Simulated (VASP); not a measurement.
Runs of VASP 6.6.1 on SnO. The structure is that of space group Pmn2_1 (No. 31), or close to it. The cells are those of the table. 

| cell | gap on the mesh (eV) | pressure (GPa) | largest force (eV/Å) |
| --- | --- | --- | --- |
| a = 3.691, b = 5.674, c = 4.222 Å, 4 atoms | (c) | -10.5 | 1.54 |
| a = 3.649, b = 5.674, c = 4.222 Å, 4 atoms | 1.32 | -10.0 | 1.45 |
| a = 3.523, b = 5.674, c = 4.222 Å, 4 atoms | 1.31 | (b) | 1.14 |
| a = 3.187, b = 5.674, c = 4.222 Å, 4 atoms | 1.42 | (a) | 0.39 |
| a = 3.607, b = 5.674, c = 4.222 Å, 4 atoms | 1.32 | -9.5 | 1.35 |

Alike in all rows: task single point; level LDA; potentials or basis VASP PAW LDA potentials, release 64 (Sn_d, O); no spin polarisation; k mesh 8 × 6 × 6; cutoff (eV) 520; smearing gaussian 0.05 eV.

Problem. Estimate the missing entries.

Solution. (a) -0.5; (b) -8.4; (c) 1.34.

Caveats: spin-orbit coupling is left out, which moves the levels of the heavy elements; the cell stands under tension (at least some runs); forces of over 1 eV/Å act on the atoms, so gaps and moduli don't describe the material at rest (at least some runs).

A k mesh can miss the band edges, and the runs leave out spin-orbit coupling on Sn.
